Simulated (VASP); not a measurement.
# Pb (Im-3m) in VASP: further runs

Pb is run at these levels: PBEsol, LDA, r2SCAN; tasks: single point.

All numbers are computed with VASP 6.6.1; they aren't measurements. Logs are shortened: lines on timing, memory, paths and dates and some standing lists are left out, and cuts for length are marked.

### 1 The cell of the first run

Symmetry: Im-3m, No. 229, cubic system. The conventional cell has a = 3.959 Å, b = 3.959 Å, c = 3.959 Å, α = 90.00°, β = 90.00°, γ = 90.00°. Pb (site symmetry m-3m) has 14 Pb at 3.43 to 3.96 Å within 4.5 Å.

This isn't the form of Pb at room conditions, which is fcc.

### 2 Single point, PBEsol

Contents of INCAR:

```
ALGO = Normal
EDIFF = 1E-6
ENCUT = 500
GGA = PS
GGA_COMPAT = F
ISIF = 2
ISMEAR = 1
LASPH = T
LCHARG = F
LREAL = F
LWAVE = F
NBANDS = 13
NELM = 120
PREC = Accurate
SIGMA = 0.15
```

Contents of KPOINTS:

```
k-points
0
Gamma
  9 9 9
```

Contents of POSCAR:

```
Pb
1.0
   -1.9796595000      1.9796595000      1.9796595000
    1.9796595000     -1.9796595000      1.9796595000
    1.9796595000      1.9796595000     -1.9796595000
Pb
1
Direct
    0.0000000000      0.0000000000      0.0000000000
```

Potentials or basis: VASP PAW PBE potentials, release 64 (Pb_d).

On the command line:

```bash
> cat potpaw_PBE.64/Pb_d/POTCAR > POTCAR
> mpirun -np 1 vasp_std > vasp.out
```

OUTCAR:

```text
EDIFF = 1E-6
   ENCUT = 500
   GGA = PS
   ISIF = 2
   ISMEAR = 1
   LASPH = T
   LREAL = F
   NELM = 120
   PREC = Accurate

 ion  position               nearest neighbor table
   1  0.000  0.000  0.000-

  LATTYP: Found a body centered cubic cell.
 ALAT       =     3.9593190000

  Lattice vectors:

 A1 = (  -1.9796595000,   1.9796595000,   1.9796595000)
 A2 = (   1.9796595000,  -1.9796595000,   1.9796595000)
 A3 = (   1.9796595000,   1.9796595000,  -1.9796595000)

Analysis of symmetry for initial positions (statically):
=====================================================================
 Subroutine PRICEL returns:
 Original cell was already a primitive cell.

 Routine SETGRP: Setting up the symmetry group for a
 body centered cubic supercell.

 Subroutine GETGRP returns: Found 48 space group operations
 (whereof 48 operations were pure point group operations)
 out of a pool of 48 trial point group operations.

The static configuration has the point symmetry O_h .

Analysis of symmetry for dynamics (positions and initial velocities):
=====================================================================
 Subroutine PRICEL returns:
 Original cell was already a primitive cell.

 Routine SETGRP: Setting up the symmetry group for a
 body centered cubic supercell.

 Subroutine GETGRP returns: Found 48 space group operations
 (whereof 48 operations were pure point group operations)
 out of a pool of 48 trial point group operations.

The dynamic configuration has the point symmetry O_h .

 Subroutine INISYM returns: Found 48 space group operations
 (whereof 48 operations are pure point group operations),
 and found     1 'primitive' translations

----------------------------------------------------------------------------------------

                                     Primitive cell

  volume of cell :      31.0336

  direct lattice vectors                    reciprocal lattice vectors
    -1.979659500  1.979659500  1.979659500     0.000000000  0.252568687  0.252568687
     1.979659500 -1.979659500  1.979659500     0.252568687  0.000000000  0.252568687
     1.979659500  1.979659500 -1.979659500     0.252568687  0.252568687  0.000000000

  length of vectors
     3.428870836  3.428870836  3.428870836     0.357186062  0.357186062  0.357186062

  position of ions in fractional coordinates (direct lattice)
     0.000000000  0.000000000  0.000000000

  ion indices of the primitive-cell ions
   primitive index   ion index
                 1           1

----------------------------------------------------------------------------------------

 KPOINTS: k-points

Automatic generation of k-mesh.
 Grid dimensions read from file:
 generate k-points for:    9    9    9

 Generating k-lattice:

  Cartesian coordinates                     Fractional coordinates (reciprocal lattice)
     0.000000000  0.028063187  0.028063187     0.111111111  0.000000000  0.000000000
     0.028063187  0.000000000  0.028063187     0.000000000  0.111111111  0.000000000
     0.028063187  0.028063187  0.000000000     0.000000000  0.000000000  0.111111111

  Length of vectors
     0.039687340  0.039687340  0.039687340

  Shift w.r.t. Gamma in fractional coordinates (k-lattice)
     0.000000000  0.000000000  0.000000000

 Subroutine IBZKPT returns following result:
 ===========================================

 Found     35 irreducible k-points:

 Following reciprocal coordinates:
            Coordinates               Weight
  0.000000  0.000000  0.000000      1.000000
  0.111111  0.000000  0.000000     12.000000
  0.222222  0.000000  0.000000     12.000000
  0.333333  0.000000  0.000000     12.000000
  0.444444  0.000000  0.000000     12.000000
  0.111111  0.111111  0.000000     24.000000
[... 16 lines left out ...]
 -0.333333  0.444444  0.111111     48.000000
 -0.444444 -0.444444  0.111111     24.000000
 [... further k-points ...]
   k-points           NKPTS =     35   k-points in BZ     NKDIM =     35   number of bands    NBANDS=     13
   number of dos      NEDOS =    301   number of ions     NIONS =      1
   total plane-waves  NPLWV =  21952
   dimension x,y,z NGX =    28 NGY =   28 NGZ =   28
   dimension x,y,z NGXF=    56 NGYF=   56 NGZF=   56
   ions per type =               1
   NGX,Y,Z   is equivalent  to a cutoff of  13.58, 13.58, 13.58 a.u.
   NGXF,Y,Z  is equivalent  to a cutoff of  27.15, 27.15, 27.15 a.u.
 SYSTEM =  unknown system
   PREC   = accura    normal or accurate (medium, high low for compatibility)
   ISTART =      0    job   : 0-new  1-cont  2-samecut
   ICHARG =      2    charge: 1-file 2-atom 10-const
   ISPIN  =      1    spin polarized calculation?
   LNONCOLLINEAR =      F non collinear calculations
   LSORBIT =      F    spin-orbit coupling
   LASPH  =      T    aspherical Exc in radial PAW
   ENCUT  =  500.0 eV  36.75 Ry    6.06 a.u.   6.25  6.25  6.25*2*pi/ulx,y,z
   NELM   =    120;   NELMIN=  2; NELMDL= -5     # of ELM steps
   EDIFF  = 0.1E-05   stopping-criterion for ELM
   LREAL  =      F    real-space projection
[... 7 lines left out ...]
   TEBEG  =    0.0;   TEEND  =   0.0 temperature during run
   PSTRESS=    0.0 pullay stress
   NELECT =      14.0000    total number of electrons
   NUPDOWN=      -1.0000    fix difference up-down
   EMIN   =  10.00;   EMAX   =-10.00  energy-range for DOS
   EFERMI =   0.00;   METHOD = LEGACY
   ISMEAR =     1;   SIGMA  =   0.15  broadening in eV -4-tet -1-fermi 0-gaus
   EFERMI_NEDOS =   21; number of points for ismear=-14 and -15
   IALGO  =     38    algorithm
   IMIX   =      4    mixing-type and parameters
     AMIX     =   0.40;   BMIX     =  1.00
     AMIX_MAG =   1.60;   BMIX_MAG =  1.00
  volume/ion in A,a.u.               =      31.03       209.42
  Fermi-wavevector in a.u.,A,eV,Ry     =   1.255568  2.372680 21.448929  1.576452
  Thomas-Fermi vector in A             =   2.389319
   LORBIT       =      0    0 simple, 1 ext, 2 COOP (PROOUT), +10 PAW based schemes
   GGA     = PS    functional components
   LHFCALC =     F    Hartree Fock is set to
   AEXX    =    0.0000 exact exchange contribution
   IVDW    =     0    specifies the selected vdW correction
   LEPSILON=     F    determine dielectric tensor
   LRPA    =     F    only Hartree local field effects (RPA)
 non-spin polarized calculation
 Methfessel and Paxton  Order N= 1 SIGMA  =   0.15
  energy-cutoff  :      500.00
  volume of cell :       31.03
 maximum number of plane-waves:       794
 NGX is ok and might be reduce to    28
   NGX = 13   NGY = 13   NGZ = 13

 number of electron      14.0000002 magnetization

 Free energy of the ion-electron system (eV)
  ---------------------------------------------------
  ext. energy  EPLUGINS =         0.00000000
  ---------------------------------------------------
  free energy    TOTEN  =        -3.93597032 eV

  energy without entropy =       -3.93847718  energy(sigma->0) =       -3.93680594

 E-fermi :   6.8969     XC(G=0): -10.2365

 val. band max:        6.7680618169   @ k =   0.3333   0.2222  -0.0000
 cond. band min:       6.9816989065   @ k =  -0.2222   0.3333   0.1111
 fundamental gap:      0.2136370896
 Fermi energy:         6.8969356321

 k-point     1 :       0.0000    0.0000    0.0000
  band No.  band energies     occupation
      1     -10.1979      2.00000
      2     -10.1979      2.00000
      3     -10.1979      2.00000
      4      -9.9707      2.00000
      5      -9.9707      2.00000
      6      -4.7765      2.00000
      7      14.2740      0.00000
      8      14.2740      0.00000
      9      14.2740      0.00000
     10      17.9153      0.00000
     11      17.9153      0.00000
     12      17.9153      0.00000
     13      18.3401      0.00000

 k-point     2 :       0.1111    0.0000    0.0000
  band No.  band energies     occupation
      1     -10.2073      2.00000
      2     -10.1867      2.00000
      3     -10.1568      2.00000
      4      -9.9808      2.00000
      5      -9.9716      2.00000
      6      -4.5310      2.00000
      7      12.0785      0.00000
      8      13.5139      0.00000
      9      13.9547      0.00000
     10      16.6521      0.00000
     11      17.3379      0.00000
     12      17.7539      0.00000
     13      19.5561      0.00000

 k-point     3 :       0.2222    0.0000    0.0000
  band No.  band energies     occupation
      1     -10.2309      2.00000
      2     -10.1691      2.00000
      3     -10.0507      2.00000
      4      -9.9990      2.00000
      5      -9.9738      2.00000
      6      -3.7980      2.00000
      7       8.6965     -0.00000
      8      12.1274      0.00000
      9      13.1731      0.00000
     10      15.4240      0.00000
     11      16.5516      0.00000
     12      18.1478      0.00000
     13      20.2472      0.00000

 k-point     4 :       0.3333    0.0000    0.0000
  band No.  band energies     occupation
      1     -10.2577      2.00000
      2     -10.1751      2.00000
      3      -9.9989      2.00000
      4      -9.9760      2.00000
      5      -9.9266      2.00000
      6      -2.6244      2.00000
      7       5.5873      2.00000
      8      10.9543      0.00000
      9      12.4085      0.00000
     10      14.6674      0.00000
     11      15.9998      0.00000
     12      19.2060      0.00000
     13      20.7957      0.00000

 k-point     5 :       0.4444    0.0000    0.0000
  band No.  band energies     occupation
      1     -10.2751      2.00000
      2     -10.1929      2.00000
      3      -9.9874      2.00000
      4      -9.9773      2.00000
      5      -9.8435      2.00000
      6      -1.3239      2.00000
      7       3.2898      2.00000
      8      10.3076      0.00000
      9      11.9725      0.00000
     10      14.3120      0.00000
     11      15.7243      0.00000
     12      20.3903      0.00000
     13      21.3088      0.00000

 k-point     6 :       0.1111    0.1111    0.0000
  band No.  band energies     occupation
      1     -10.2110      2.00000
      2     -10.1832      2.00000
      3     -10.0838      2.00000
      4      -9.9961      2.00000
      5      -9.9734      2.00000
      6      -4.0413      2.00000
      7       9.8697     -0.00000
      8      11.9594      0.00000
      9      13.0812      0.00000
     10      16.6574      0.00000
     11      16.7523      0.00000
     12      18.2092      0.00000
     13      20.0915      0.00000

 k-point     7 :       0.2222    0.1111    0.0000
  band No.  band energies     occupation
      1     -10.2317      2.00000
      2     -10.1665      2.00000
      3     -10.0081      2.00000
      4      -9.9874      2.00000
      5      -9.9702      2.00000
      6      -3.0830      2.00000
      7       7.0462     -0.04927
      8      10.2719      0.00000
      9      12.1803      0.00000
     10      15.8755      0.00000
     11      17.3612      0.00000
     12      18.1501      0.00000
     13      21.5684      0.00000
[... 193 lines left out ...]
 k-point    20 :      -0.3333    0.3333    0.1111
  band No.  band energies     occupation
      1     -10.2133      2.00000
      2     -10.1519      2.00000
      3     -10.0266      2.00000
      4      -9.9903      2.00000
      5      -9.9318      2.00000
      6      -2.3961      2.00000
      7       5.7903      2.00000
      8      10.2112      0.00000
      9      11.2537      0.00000
     10      15.6204      0.00000
     11      17.0412      0.00000
     12      17.0588      0.00000
     13      21.7465      0.00000

 k-point    21 :      -0.2222    0.3333    0.1111
  band No.  band energies     occupation
      1     -10.1787      2.00000
      2     -10.1234      2.00000
      3     -10.0440      2.00000
      4     -10.0079      2.00000
      5      -9.9695      2.00000
      6      -2.6173      2.00000
      7       6.9817      0.19254
      8       9.1888     -0.00000
      9      11.6328      0.00000
     10      14.8094      0.00000
     11      16.6771      0.00000
     12      19.6886      0.00000
     13      21.0669      0.00000

 k-point    22 :      -0.4444    0.4444    0.1111
  band No.  band energies     occupation
      1     -10.2295      2.00000
      2     -10.1730      2.00000
      3     -10.0124      2.00000
      4      -9.9960      2.00000
      5      -9.8477      2.00000
      6      -1.1226      2.00000
      7       3.5557      2.00000
      8       9.5921     -0.00000
      9      10.8828      0.00000
     10      15.7023      0.00000
     11      16.7557      0.00000
     12      17.8891      0.00000
     13      19.8127      0.00000

 k-point    23 :      -0.3333    0.4444    0.1111
  band No.  band energies     occupation
      1     -10.1894      2.00000
      2     -10.1346      2.00000
      3     -10.0369      2.00000
      4     -10.0059      2.00000
      5      -9.8906      2.00000
      6      -1.3699      2.00000
      7       4.8376      2.00000
      8       7.8916     -0.00000
      9      11.4510      0.00000
     10      15.3101      0.00000
     11      16.3334      0.00000
     12      19.4545      0.00000
     13      19.7244      0.00000

 k-point    24 :      -0.4444   -0.4444    0.1111
  band No.  band energies     occupation
      1     -10.1952      2.00000
      2     -10.1430      2.00000
      3     -10.0479      2.00000
      4      -9.9885      2.00000
      5      -9.8563      2.00000
      6      -0.5697      2.00000
      7       3.6557      2.00000
      8       7.5115     -0.00000
      9      11.3382      0.00000
     10      15.5916      0.00000
     11      17.0022      0.00000
     12      17.7991      0.00000
     13      19.5503      0.00000

 [... further k-points ...]
[... 5 lines left out ...]
  --------------------------------------------------------------------------------------
  -------------------------------------------------------------------------------------
  Total       -0.4024650     -0.4024650     -0.4024650     -0.0000000      0.0000000      0.0000000
  in kB      -20.7781684    -20.7781684    -20.7781684     -0.0000000      0.0000000      0.0000000
  external PRESSURE =     -20.7781684 kB  Pullay stress =       0.0000000 kB

 VOLUME and BASIS-vectors are now :
 -----------------------------------------------------------------------------
  energy-cutoff  :      500.00
  volume of cell :       31.03
      direct lattice vectors                 reciprocal lattice vectors
    -1.979659500  1.979659500  1.979659500     0.000000000  0.252568687  0.252568687
     1.979659500 -1.979659500  1.979659500     0.252568687  0.000000000  0.252568687
     1.979659500  1.979659500 -1.979659500     0.252568687  0.252568687  0.000000000

 POSITION                                       TOTAL-FORCE (eV/Angst)
 -----------------------------------------------------------------------------------
      0.00000      0.00000      0.00000         0.000000      0.000000     -0.000000
 -----------------------------------------------------------------------------------
    total drift:                               -0.000000     -0.000000     -0.000000

  FREE ENERGIE OF THE ION-ELECTRON SYSTEM (eV)
  ---------------------------------------------------
  free  energy   TOTEN  =        -3.9359703237 eV

  energy  without entropy=       -3.9384771807  energy(sigma->0) =       -3.93680594
```

Run time: 8 s. Hardware: 1 thread of Intel Xeon Platinum 8559C (Emerald Rapids), shared host; peak memory 0.16 GiB.

Results:

- Free energy: -3.9360 eV
- Pressure: -2.1 GPa
- Band gap on the k mesh: zero (bands 7 and 8 overlap by 9.44 eV)

Caveat: the PAW data sets were made with another functional, which shifts forces and pressure a little; spin-orbit coupling is left out, which moves the levels of the heavy elements.

### 3 Single point, LDA

Contents of INCAR:

```
SYSTEM = Pb
  ALGO = Normal
  EDIFF = 1E-6
  ENCUT = 500
  GGA = CA
  GGA_COMPAT = .FALSE.
  ISIF = 2
  ISMEAR = 1
  LASPH = .TRUE.
  LCHARG = .TRUE.
  LELF = .TRUE.
  LREAL = .FALSE.
  LVHAR = .TRUE.
  LWAVE = .FALSE.
  NBANDS = 13
  NELM = 120
  PREC = Accurate
  SIGMA = 0.15
```

Contents of KPOINTS:

```
k-points
0
G
  9 9 9
  0 0 0
```

POSCAR is that of step 2.

Potentials or basis: VASP PAW LDA potentials, release 64 (Pb_d).

On the command line:

```bash
> cat potpaw_LDA.64/Pb_d/POTCAR > POTCAR
> mpirun -np 1 vasp_std > vasp.out
```

It took 6.9 s on 1 thread of Intel Xeon Platinum 8559C (Emerald Rapids), shared host; peak memory 0.14 GiB.

Results (log left out):

```yaml
Free_energy: -4.1777 eV
Pressure: -3.4 GPa
Band_gap_on_the_k_mesh: zero (bands 7 and 8 overlap by 9.35 eV)
```

Levels at points of the mesh, in eV from the Fermi level:
```
           k point  band 3  band 4  band 5  band 6  band 7  band 8  band 9  band 10  band 11  band 12
(0.00, 0.00, 0.00)  -17.12  -16.89  -16.89  -11.68    7.29    7.29    7.29    11.07    11.07    11.07
```

Caveat: the cell stands under tension; spin-orbit coupling is left out, which moves the levels of the heavy elements.

(Continued in part 2 of 2.)
